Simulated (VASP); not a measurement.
## WC: single point with PBE

The system is WC.

```
W C
1.0
    -2.93051   -5.07579    0.00000
     4.39576   -2.53789    0.00000
     0.00000    0.00000    5.72407
W C
8 8
Direct
  0.74294 0.52200 0.05194
  0.76909 0.53054 0.55204
  0.50062 0.02395 0.03277
  0.52316 0.03281 0.53144
  0.26196 0.51183 0.03356
  0.26268 0.54395 0.53182
  0.00111 0.01657 0.05362
  0.00133 0.03974 0.55607
  0.51199 0.70593 0.27811
  0.49472 0.71666 0.79566
  0.25520 0.19113 0.29004
  0.28250 0.17459 0.79672
  0.01846 0.68498 0.29807
  0.97857 0.67397 0.80983
  0.75706 0.21047 0.29912
  0.76094 0.16369 0.79725
```

| Quantity | Value |
| --- | --- |
| Program | VASP 6.6.1 |
| Task | single point |
| Functional | PBE |
| Potentials or basis | VASP PAW PBE potentials, release 64 (W_sv, C) |
| Cutoff | 520 eV |
| k mesh | 2 × 2 × 2 |
| Occupations | fermi-dirac, width 0.17 eV |
| Spin | no spin polarisation |
| Dipole correction | no |
| Further INCAR settings | LREAL = Auto; ALGO = Normal; EDIFF = 1e-06; NBANDS = 86 |

```
Pressure               : 2.6 GPa
Largest force          : 3.621 eV/Å
Band gap on the k mesh : zero (band 72 reaches 11.27 eV, above the bottom of band 73 at 11.18 eV)
```

Forces in eV/Å, atoms in the order of the input:
```
W   -0.780 -1.569 -0.953
W    0.962  1.611 -1.212
W   -0.538 -1.543  2.262
W    0.841  2.248  0.974
W    2.126  0.275  0.799
W   -1.620  0.895  1.559
W   -0.117 -0.809 -0.786
W   -2.663 -1.024 -1.674
C   -0.310  0.837  1.587
C   -2.581  0.680 -1.175
C    0.310 -0.363  0.460
C    2.760  1.911 -1.357
C    1.292  0.514 -0.337
C   -0.416 -3.065 -0.330
C   -1.299  0.083 -0.251
C    2.033 -0.680  0.436
```

Stress tensor (GPa, compression positive):
```
 4.21  0.11 -0.80
 0.11  3.09 -0.43
-0.80 -0.43  0.51
```

Levels at points of the mesh, in eV from the Fermi level:
| k point | band 70 | band 71 | band 72 | band 73 | band 74 | band 75 |
| --- | --- | --- | --- | --- | --- | --- |
| (0.00, 0.00, 0.00) | -0.85 | -0.68 | -0.36 | -0.01 | 0.58 | 0.79 |
| (0.50, 0.00, 0.00) | -0.98 | -0.16 | 0.09 | 0.22 | 0.26 | 0.46 |
| (0.00, 0.50, 0.00) | -0.91 | -0.27 | -0.11 | 0.90 | 0.92 | 1.64 |
| (0.50, 0.50, 0.00) | -1.69 | -1.61 | -1.55 | 1.26 | 1.30 | 1.36 |
| (0.00, 0.00, 0.50) | -1.19 | -0.09 | -0.02 | 0.24 | 0.24 | 0.54 |
| (0.50, 0.00, 0.50) | -1.19 | -1.14 | -1.00 | 0.06 | 0.12 | 0.36 |
| (0.00, 0.50, 0.50) | -1.35 | -1.29 | -1.11 | 0.70 | 0.72 | 0.73 |
| (0.50, 0.50, 0.50) | -1.74 | -1.61 | -1.42 | 1.04 | 1.13 | 1.33 |

It took 5.2 min on 1 thread of Intel Xeon 6975P-C, on a shared host, peak memory 0.33 GiB.

Caveat: the k points lie up to 0.62 Å⁻¹ apart; spin-orbit coupling is left out, which moves the levels of the heavy elements; forces of over 1 eV/Å act on the atoms, so gaps and moduli don't describe the material at rest.
